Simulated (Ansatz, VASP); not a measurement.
## SnO2: VASP beside Ansatz

The input INCAR:

```
SYSTEM = SnO2
PREC = Accurate
ENCUT = 520
EDIFF = 1E-6
ISMEAR = 0
SIGMA = 0.05
LREAL = .FALSE.
LASPH = .TRUE.
NELM = 100
ALGO = Normal
ISIF = 2
LWAVE = .FALSE.
LCHARG = .FALSE.
GGA = CA
NBANDS = 35
```

KPOINTS

```
regular mesh
0
G
  10 10 10
  0 0 0
```

File POSCAR:

```
SnO2
1.0
   -1.9861130355      1.9861130355      5.0647169536
    1.9861130355     -1.9861130355      5.0647169536
    1.9861130355      1.9861130355     -5.0647169536
Sn O
2 4
Direct
    0.7500000000      0.2500000000      0.5000000000
    0.0000000000      0.0000000000      0.0000000000
    0.7969975836      0.7969975836      0.0000000000
    0.9530024164      0.4530024164      0.5000000000
    0.2030024164      0.2030024164      0.0000000000
    0.5469975836      0.0469975836      0.5000000000
```

Input for Ansatz:

```yaml
crystal:
  lattice:
    - [-1.9861130355, 1.9861130355, 5.0647169536]
    - [1.9861130355, -1.9861130355, 5.0647169536]
    - [1.9861130355, 1.9861130355, -5.0647169536]
  atoms:
    - { symbol: Sn, position: [0.75, 0.25, 0.5] }
    - { symbol: Sn, position: [0.0, 0.0, 0.0] }
    - { symbol: O, position: [0.7969975836, 0.7969975836, 0.0] }
    - { symbol: O, position: [0.9530024164, 0.4530024164, 0.5] }
    - { symbol: O, position: [0.2030024164, 0.2030024164, 0.0] }
    - { symbol: O, position: [0.5469975836, 0.0469975836, 0.5] }
basis:
  ecutwfc: 420
kpoints:
  mp_grid: { grid: [10, 10, 10] }
hamiltonian:
  xc: lda
scf:
  occupations: { method: gaussian, width: 0.05 }
output:
  forces: true
  stress: true
  eigenvalues: true
```

Change from the starting cell: strain -0.0050 x Voigt [0, 0, 1, 0, 0, 0], atoms carried along.

Alike in both runs: task single point; functional LDA; k mesh 10 × 10 × 10; occupations gaussian, width 0.05 eV; no spin polarisation.

|  | VASP | Ansatz |
| --- | --- | --- |
| version | VASP 6.6.1 | Ansatz 0.2.0 |
| potentials or method | VASP PAW LDA potentials, release 64 (Sn_d, O), cutoff 520 eV | scalar-relativistic, plane waves, PAW |
| valence electrons in the cell | 52 | 52 |

```csv
,VASP,Ansatz,Ansatz less VASP
gap on the k mesh at the Fermi level (eV),1.84,1.81,-0.031
least direct gap on the mesh (eV),2.24,2.21,-0.032
pressure (GPa),2.0,1.1,-0.96
"traceless stress, the component that is largest in VASP (GPa)",1.17,0.90,-0.270
rms of the force components (eV/Å),0.064,0.045,-0.0194
```

LDA's correlation is that of Perdew and Zunger in VASP and of Perdew and Wang (1992) in Ansatz. Atom by atom the forces differ by 0.019 eV/Å (rms over components).
